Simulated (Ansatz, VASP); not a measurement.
One calculation of AlCu3, two programs

Contents of INCAR:

```
  PREC = Accurate
  ENCUT = 520
  EDIFF = 1E-6
  ISMEAR = 0
  SIGMA = 0.1
  LREAL = False
  LASPH = True
  NELM = 100
  ALGO = Fast
  ISIF = 2
  LWAVE = False
  LCHARG = True
  GGA = PS
  LELF = True
  LVHAR = True
  NBANDS = 26
```

The input KPOINTS:

```
regular mesh
0
Gamma
  12 12 12
```

File POSCAR:

```
AlCu3
1.0
    0.0000000000      2.8543425110      2.8543425110
    2.8543425110      0.0000000000      2.8543425110
    2.8543425110      2.8543425110      0.0000000000
Al Cu
1 3
Direct
    0.0000000000      0.0000000000      0.0000000000
    0.5000000000      0.5000000000      0.5000000000
    0.2500000000      0.2500000000      0.2500000000
    0.7500000000      0.7500000000      0.7500000000
```

Input for Ansatz:

```yaml
crystal:
  lattice:
    - [0.0, 2.854342511, 2.854342511]
    - [2.854342511, 0.0, 2.854342511]
    - [2.854342511, 2.854342511, 0.0]
  atoms:
    - { symbol: Al, position: [0.0, 0.0, 0.0] }
    - { symbol: Cu, position: [0.5, 0.5, 0.5] }
    - { symbol: Cu, position: [0.25, 0.25, 0.25] }
    - { symbol: Cu, position: [0.75, 0.75, 0.75] }
basis:
  ecutwfc: 420
kpoints:
  mp_grid: { grid: [12, 12, 12] }
hamiltonian:
  xc: pbesol
scf:
  occupations: { method: gaussian, width: 0.1 }
output:
  forces: true
  stress: true
  eigenvalues: true
```

Alike in both runs: task single point; functional PBEsol; k mesh 12 × 12 × 12; occupations gaussian, width 0.1 eV; no spin polarisation.

```csv
,VASP,Ansatz
version,VASP 6.6.1,Ansatz 0.2.0
potentials or method,"VASP PAW PBE potentials, release 64 (Al, Cu), cutoff 520 eV","scalar-relativistic, plane waves, PAW"
valence electrons in the cell,36,60
```

```tsv
	VASP	Ansatz	Ansatz less VASP
gap on the k mesh at the Fermi level (eV)	none	none	-
pressure (GPa)	5.5	5.0	-0.50
```

VASP's potentials were made for PBE, not for PBEsol. A gap of «none» marks a metal or a gap that the smearing closes. VASP's potentials hold 36 valence electrons a cell and Ansatz's 60, so a difference there can come from the potentials and not from the codes.
